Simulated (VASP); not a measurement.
# PbS (I4/mmm) in VASP: a series of runs, part 2 of 2

VASP 6.6.1. The steps go on from the part before.

**4. Single point, PBE+D3(BJ) (strain -0.0150 x Voigt [0, 1, 0, 0, 0, 0])**

The input, INCAR:

```
PREC     = Accurate       # precision mode
ENCUT    = 520            # plane-wave cutoff, eV
EDIFF    = 1E-7           # SCF threshold, eV
ISMEAR   = 0              # smearing method
SIGMA    = 0.03           # smearing width, eV
LREAL    = False          # projectors in reciprocal space
LASPH    = True           # aspherical terms in the spheres
NELM     = 80             # most SCF steps
ALGO     = Normal         # electronic algorithm
ISIF     = 2              # what is computed and relaxed
LWAVE    = False          # write WAVECAR
LCHARG   = True           # write CHGCAR
GGA      = PE             # functional
IVDW     = 12             # dispersion correction
LELF     = True           # ELF
LVHAR    = True         
NBANDS   = 17             # bands
```

The input, KPOINTS:

```
regular mesh
0
Gamma
  10 10 10
```

The input, POSCAR:

```
PbS
1.0
    0.0000000000      2.9205250000      2.9650000000
    2.9650000000      0.0000000000      2.9650000000
    2.9650000000      2.9205250000      0.0000000000
Pb S
1 1
Direct
    0.0000000000      0.0000000000      0.0000000000
    0.5000000000      0.5000000000      0.5000000000
```

Potentials or basis: VASP PAW PBE potentials, release 64 (Pb_d, S).

Launch:

```
> cat potpaw_PBE.64/Pb_d/POTCAR potpaw_PBE.64/S/POTCAR > POTCAR
> mpirun -np 1 vasp_std > vasp.out
```

OUTCAR:

```text
PREC = Accurate
   ENCUT = 520
   EDIFF = 1E-7
   ISMEAR = 0
   LREAL = False
   LASPH = True
   NELM = 80
   ISIF = 2
   GGA = PE
   IVDW = 12
 IVDW          = 12

 ion  position               nearest neighbor table
   1  0.000  0.000  0.000-   2 2.92   2 2.92   2 2.96   2 2.96   2 2.96   2 2.96
   2  0.500  0.500  0.500-   1 2.92   1 2.92   1 2.96   1 2.96   1 2.96   1 2.96

  LATTYP: Found a body centered tetragonal cell.
 ALAT       =     4.1931432124
 C/A-ratio  =     1.3930003589

  Lattice vectors:
[... 669 lines left out ...]

 Edisp (eV)   -0.70562

 E8    (eV) :    -0.3176

  FORCE on cell =-STRESS in cart. coord.  units (eV):
  Direction    XX          YY          ZZ          XY          YZ          ZX
  --------------------------------------------------------------------------------------
  -------------------------------------------------------------------------------------
  Total       0.08659     0.78713     0.08659    -0.00000     0.00000     0.00000
  in kB       2.70163    24.55949     2.70163    -0.00000     0.00000     0.00000
  external pressure =        9.99 kB  Pullay stress =        0.00 kB

 VOLUME and BASIS-vectors are now :
 -----------------------------------------------------------------------------
  energy-cutoff  :      520.00
  volume of cell :       51.35
      direct lattice vectors                 reciprocal lattice vectors
     0.000000000  2.920525000  2.965000000    -0.168634064  0.171202096  0.168634064
     2.965000000  0.000000000  2.965000000     0.168634064 -0.171202096  0.168634064
     2.965000000  2.920525000  0.000000000     0.168634064  0.171202096 -0.168634064

 POSITION                                       TOTAL-FORCE (eV/Angst)
 -----------------------------------------------------------------------------------
      0.00000      0.00000      0.00000        -0.000000      0.000000      0.000000
      2.96500      2.92053      2.96500         0.000000      0.000000      0.000000
 -----------------------------------------------------------------------------------
    total drift:                                0.000000     -0.000000     -0.000000

  FREE ENERGIE OF THE ION-ELECTRON SYSTEM (eV)
  ---------------------------------------------------
  free  energy   TOTEN  =        -9.4436456248 eV

  energy  without entropy=       -9.4436456248  energy(sigma->0) =       -9.44364562
```

OSZICAR:

```text
N       E                     dE             d eps       ncg     rms          rms(c)
DAV:   1     0.158841841240E+03    0.15884E+03   -0.97975E+03  3500   0.125E+03
DAV:   2     0.292843027993E+01   -0.15591E+03   -0.14999E+03  3683   0.316E+02
DAV:   3    -0.890005207892E+01   -0.11828E+02   -0.11743E+02  4468   0.919E+01
DAV:   4    -0.919755772210E+01   -0.29751E+00   -0.29724E+00  4488   0.157E+01
DAV:   5    -0.920843815385E+01   -0.10880E-01   -0.10879E-01  5087   0.296E+00    0.477E+00
DAV:   6    -0.873457593896E+01    0.47386E+00   -0.13195E+00  5559   0.799E+00    0.335E+00
DAV:   7    -0.873471735859E+01   -0.14142E-03   -0.14686E-01  4132   0.193E+00    0.189E+00
DAV:   8    -0.873829561926E+01   -0.35783E-02   -0.16064E-02  4213   0.138E+00    0.222E-01
DAV:   9    -0.873784660740E+01    0.44901E-03   -0.32006E-03  5466   0.509E-01    0.849E-02
DAV:  10    -0.873801064936E+01   -0.16404E-03   -0.35029E-04  4091   0.118E-01    0.520E-02
DAV:  11    -0.873801983575E+01   -0.91864E-05   -0.66758E-05  4846   0.892E-02    0.208E-02
DAV:  12    -0.873802071134E+01   -0.87559E-06   -0.43854E-06  4520   0.194E-02    0.206E-03
DAV:  13    -0.873802076775E+01   -0.56412E-07   -0.15173E-07  4130   0.378E-03
   1 F= -.94436456E+01 E0= -.94436456E+01  d E =-.184485E-12
```

stdout:

```text
POSCAR found type information on POSCAR PbS
 POSCAR found :  2 types and       2 ions
 scaLAPACK will be used
 LDA part: xc-table for (Slater+PW92), standard interpolation
 POSCAR, INCAR and KPOINTS ok, starting setup
 FFT: planning ... GRIDC
 FFT: planning ... GRID_SOFT
 FFT: planning ... GRID
 WAVECAR not read
 entering main loop
```

It took 62 s on 1 thread of Intel Xeon Platinum 8259CL at 2.50GHz (Skylake/Cascade Lake), shared host; peak memory 0.24 GiB.

What came out:

- Free energy: -9.4436 eV
- Pressure: 1.0 GPa
- Band gap on the k mesh: 0.30 eV, direct
- Dispersion energy per atom: -0.353 eV

Stress tensor (GPa, compression positive):
```
0.27 0.00 0.00
0.00 2.46 0.00
0.00 0.00 0.27
```

Caveat: the cell differs from its parent crystal (strain -0.0150 x Voigt [0, 1, 0, 0, 0, 0]); spin-orbit coupling is left out, which moves the levels of the heavy elements.

**5. Single point, PBE+D3(BJ) (strain -0.0050 x Voigt [0, 1, 0, 0, 0, 0])**

The input, INCAR:

```
PREC = Accurate
ENCUT = 520
EDIFF = 1E-6
ISMEAR = 0
SIGMA = 0.03
LREAL = F
LASPH = T
NELM = 60
ALGO = Normal
ISIF = 2
LWAVE = F
LCHARG = T
GGA = PE
IVDW = 12
LELF = T
LVHAR = T
NBANDS = 17
```

KPOINTS is that of step 4.

The input, POSCAR:

```
PbS
1.0
    0.0000000000      2.9501750000      2.9650000000
    2.9650000000      0.0000000000      2.9650000000
    2.9650000000      2.9501750000      0.0000000000
Pb S
1 1
Direct
    0.0000000000      0.0000000000      0.0000000000
    0.5000000000      0.5000000000      0.5000000000
```

Launch:

```
> cat potpaw_PBE.64/Pb_d/POTCAR potpaw_PBE.64/S/POTCAR > POTCAR
> mpirun -np 1 vasp_std > vasp.out
```

Run time: 62 s. Hardware: 1 thread of Intel Xeon Platinum 8259CL at 2.50GHz (Skylake/Cascade Lake), shared host; peak memory 0.24 GiB.

It converged, with:

```
Free energy                : -9.4491 eV
Pressure                   : 0.3 GPa
Band gap on the k mesh     : 0.34 eV, direct
Dispersion energy per atom : -0.349 eV
```

Stress tensor (GPa, compression positive):
```
0.11 0.00 0.00
0.00 0.79 0.00
0.00 0.00 0.11
```

Levels at points of the mesh, in eV from the valence-band top:
```csv
k point,band 6,band 7,band 8,band 9,band 10,band 11,band 12,band 13,band 14,band 15
"(0.00, 0.00, 0.00)",-13.66,-6.03,-2.24,-2.20,-2.20,5.18,5.18,5.30,6.70,6.70
"(0.50, 0.00, 0.00)",-12.40,-8.89,-1.82,-1.81,0.00,0.34,1.93,1.96,8.66,10.09
"(0.50, 0.50, 0.00)",-11.97,-7.21,-5.25,-3.51,-3.46,3.84,5.57,5.65,5.76,11.17
"(0.50, 0.00, 0.50)",-11.94,-7.24,-5.26,-3.49,-3.49,3.82,5.63,5.68,5.68,11.16
```

Caveat: the cell differs from its parent crystal (strain -0.0050 x Voigt [0, 1, 0, 0, 0, 0]); spin-orbit coupling is left out, which moves the levels of the heavy elements.

**6. Single point, PBE+D3(BJ) (strain +0.0050 x Voigt [0, 1, 0, 0, 0, 0])**

The input, INCAR:

```
SYSTEM = PbS
PREC = Accurate
ENCUT = 520
EDIFF = 1E-6
ISMEAR = 0
SIGMA = 0.03
LREAL = .FALSE.
LASPH = .TRUE.
NELM = 60
ALGO = Normal
ISIF = 2
LWAVE = .FALSE.
LCHARG = .FALSE.
GGA = PE
IVDW = 12
NBANDS = 17
```

The input, KPOINTS:

```
Automatic mesh
0
G
  10 10 10
  0 0 0
```

The input, POSCAR:

```
PbS
1.0
    0.0000000000      2.9798250000      2.9650000000
    2.9650000000      0.0000000000      2.9650000000
    2.9650000000      2.9798250000      0.0000000000
Pb S
1 1
Direct
    0.0000000000      0.0000000000      0.0000000000
    0.5000000000      0.5000000000      0.5000000000
```

Potentials or basis: VASP PAW PBE potentials, release 64 (Pb_d, S).

Launch:

```
> cat potpaw_PBE.64/Pb_d/POTCAR potpaw_PBE.64/S/POTCAR > POTCAR
> mpirun -np 1 vasp_std > vasp.out
```

It took 59 s on 1 thread of Intel Xeon Platinum 8259CL at 2.50GHz (Skylake/Cascade Lake), shared host; peak memory 0.24 GiB.

It converged, with:

```yaml
Free_energy: -9.4495 eV
Pressure: -0.2 GPa
Band_gap_on_the_k_mesh: 0.38 eV, direct
Dispersion_energy_per_atom: -0.346 eV
```

Stress tensor (GPa, compression positive):
```
-0.03  0.00  0.00
 0.00 -0.66  0.00
 0.00  0.00 -0.03
```

Levels at points of the mesh, in eV from the valence-band top:
| k point | band 8 | band 9 | band 10 | band 11 | band 12 | band 13 |
| --- | --- | --- | --- | --- | --- | --- |
| (0.00, 0.00, 0.00) | -2.16 | -2.16 | -2.12 | 5.13 | 5.24 | 5.24 |
| (0.50, 0.00, 0.00) | -1.77 | -1.76 | 0.00 | 0.38 | 1.96 | 1.99 |
| (0.50, 0.50, 0.00) | -5.16 | -3.44 | -3.39 | 3.88 | 5.59 | 5.61 |
| (0.50, 0.00, 0.50) | -5.15 | -3.40 | -3.40 | 3.90 | 5.53 | 5.69 |

Caveat: the cell differs from its parent crystal (strain +0.0050 x Voigt [0, 1, 0, 0, 0, 0]); spin-orbit coupling is left out, which moves the levels of the heavy elements. A k mesh can miss the band edges.

**7. Overview**

```tsv
cell	gap on the mesh (eV)	pressure (GPa)
a = 4.151, b = 4.193 Å, angles 59.7, 60.7, 59.7°, 2 atoms	0.27	1.3
a = 4.172, b = 4.193 Å, angles 59.8, 60.3, 59.8°, 2 atoms	0.32	0.7
a = 4.162, b = 4.193 Å, angles 59.8, 60.5, 59.8°, 2 atoms	0.30	1.0
a = 4.183, b = 4.193 Å, angles 59.9, 60.2, 59.9°, 2 atoms	0.34	0.3
a = 4.204, b = 4.193 Å, angles 60.1, 59.8, 60.1°, 2 atoms	0.38	-0.2
```

Alike in all rows: task single point; level PBE+D3(BJ); potentials or basis VASP PAW PBE potentials, release 64 (Pb_d, S); no spin polarisation; k mesh 10 × 10 × 10; cutoff (eV) 520; smearing gaussian 0.03 eV.

Caveats: spin-orbit coupling is left out, which moves the levels of the heavy elements.

Total energies depend on the potentials used, so only differences within one code and one set of settings carry meaning.
